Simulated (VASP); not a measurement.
AlP: single point with PBEsol

AlP:

```
Al P
1.0
     0.00000    2.72550    2.72550
     2.72550    0.00000    2.72550
     2.72550    2.72550    0.00000
Al P
1 1
Direct
  0.98558 0.00145 0.00082
  0.23555 0.25167 0.25104
```

| Quantity | Value |
| --- | --- |
| Program | VASP 6.6.1 |
| Task | single point |
| Functional | PBEsol |
| Potentials or basis | VASP PAW PBE potentials, release 64 (Al, P) |
| Cutoff | 500 eV |
| k mesh | 4 × 4 × 4 |
| Occupations | gaussian, width 0.01 eV |
| Spin | no spin polarisation |

| Item | Value |
| --- | --- |
| Pressure | 1.4 GPa |
| Largest force | 0.014 eV/Å |
| Band gap on the k mesh | 1.39 eV, indirect (least direct gap 3.23 eV) |

Forces in eV/Å, atoms in the order of the input:
```
Al   0.012  0.005  0.005
P   -0.012 -0.005 -0.005
```

Levels at points of the mesh, in eV from the valence-band top:
```
           k point  band 1  band 2  band 3  band 4  band 5  band 6  band 7  band 8  band 9
(0.00, 0.00, 0.00)  -11.57   -0.01   -0.01    0.00    3.23    4.49    4.49    4.49    8.78
(0.50, 0.00, 0.00)   -9.85   -5.63   -0.78   -0.78    2.73    4.71    4.72    8.06   11.51
(0.00, 0.50, 0.00)   -9.85   -5.63   -0.78   -0.78    2.73    4.71    4.72    8.07   11.51
(0.50, 0.50, 0.50)   -9.85   -5.62   -0.78   -0.78    2.73    4.71    4.72    8.06   11.51
(0.50, 0.50, 0.00)   -9.17   -5.38   -2.15   -2.15    1.39    2.34   11.01   11.01   12.00
(0.00, 0.50, 0.50)   -9.17   -5.38   -2.15   -2.15    1.39    2.34   11.01   11.01   12.00
```

Run time: 7 s on 1 thread of Intel(R) Xeon(R) Platinum 8488C (Sapphire Rapids), on a shared host, peak memory 0.15 GiB.

Caveat: the k points lie up to 0.50 Å⁻¹ apart; the PAW data sets were made with another functional, which shifts forces and pressure a little. A hybrid or GW would open this gap; PBEsol tends to underestimate it.
